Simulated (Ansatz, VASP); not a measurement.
## Ru: VASP beside Ansatz

File INCAR:

```
ALGO = Normal
EDIFF = 1E-7
EDIFFG = -0.005
ENCUT = 600
IBRION = 2
ISIF = 3
ISMEAR = 0
LASPH = True
LCHARG = False
LREAL = False
LWAVE = False
NELM = 80
NSW = 100
PREC = Accurate
SIGMA = 0.1
```

File KPOINTS:

```
k-points
0
Gamma
  18 18 10
```

Contents of POSCAR:

```
Ru
1.0
    2.6731301681      0.0000000000      0.0000000000
   -1.3365650841      2.3149986332      0.0000000000
    0.0000000000      0.0000000000      4.2286285716
Ru
2
Direct
    0.3333333333      0.6666666667      0.2500000000
    0.6666666667      0.3333333333      0.7500000000
```

Input for Ansatz:

```yaml
crystal:
  lattice:
    - [2.6731301674, 0.0, 0.0]
    - [-1.3365650837, 2.3149986326, 0.0]
    - [0.0, 0.0, 4.2286285695]
  atoms:
    - { symbol: Ru, position: [0.3333333333, 0.6666666667, 0.25] }
    - { symbol: Ru, position: [0.6666666667, 0.3333333333, 0.75] }
basis:
  ecutwfc: 420
kpoints:
  mp_grid: { grid: [18, 18, 10] }
hamiltonian:
  xc: lda
  pseudopotentials: { kind: paw, azcp: { folder: soft_1 } }
scf:
  occupations: { method: gaussian, width: 0.1 }
output:
  forces: true
  stress: true
  eigenvalues: true
relax:
  adjacent_minimum: "off"
  f_tol: 0.005
  max_steps: 80
  cell: { stress_tol: 0.05 }
```

Alike in both runs: task relaxation of cell and atoms; functional LDA; k mesh 18 × 18 × 10; occupations gaussian, width 0.1 eV; no spin polarisation.

|  | VASP | Ansatz |
| --- | --- | --- |
| version | VASP 6.6.1 | Ansatz 0.2.0 |
| potentials or method | VASP PAW LDA potentials, release 64 (Ru_pv), cutoff 600 eV | scalar-relativistic, plane waves, PAW |
| valence electrons in the cell | 28 | 32 |

```csv
,VASP,Ansatz,Ansatz less VASP
"gap on the k mesh at the Fermi level, each at its own relaxed structure (eV)",none,none,-
relaxed volume (Å³/atom),13.12,13.09,-0.031
relaxed cell length with the largest relative difference (Å),4.230,4.227,-0.0034
```

Ansatz warns that its potentials were made for another functional, while VASP's fit it. LDA's correlation is that of Perdew and Zunger in VASP and of Perdew and Wang (1992) in Ansatz. A gap of «none» marks a metal or a gap that the smearing closes. VASP's potentials hold 28 valence electrons a cell and Ansatz's 32, so a difference there can come from the potentials and not from the codes.
